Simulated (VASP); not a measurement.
NaF (Villiaumite): single point with PBEsol

Crystal: NaF (Villiaumite).

```xyz
2
Lattice="0.0000 2.3200 2.3200 2.3200 0.0000 2.3200 2.3200 2.3200 0.0000" Properties=species:S:1:pos:R:3 pbc="T T T"
Na    0.0000    0.0000    0.0000
F     2.3200    2.3200    2.3200
```

```yaml
Program: VASP 6.6.1
Task: single point
Functional: PBEsol
Potentials_or_basis: VASP PAW PBE potentials, release 64 (Na_pv, F)
Cutoff: 520 eV
k_mesh: 9 × 9 × 9
Occupations: fermi-dirac, width 0.03 eV
Spin: no spin polarisation
Dipole_correction: no
Further_INCAR_settings: ALGO = Normal; EDIFF = 1e-06; NBANDS = 14
```

```yaml
Pressure: -0.4 GPa
Band_gap_on_the_k_mesh: 6.14 eV, direct
```

Levels at points of the mesh, in eV from the valence-band top:
| k point | band 5 | band 6 | band 7 | band 8 | band 9 | band 10 |
| --- | --- | --- | --- | --- | --- | --- |
| (0.00, 0.00, 0.00) | 0.00 | 0.00 | 0.00 | 6.14 | 18.82 | 18.82 |

It took 5 s on 1 thread of Intel(R) Xeon(R) Platinum 8488C (Sapphire Rapids) (shared host), peak memory 0.13 GiB.

Caveat: the PAW data sets were made with another functional, which shifts forces and pressure a little. As with any semilocal functional, this PBEsol gap is likely too small.
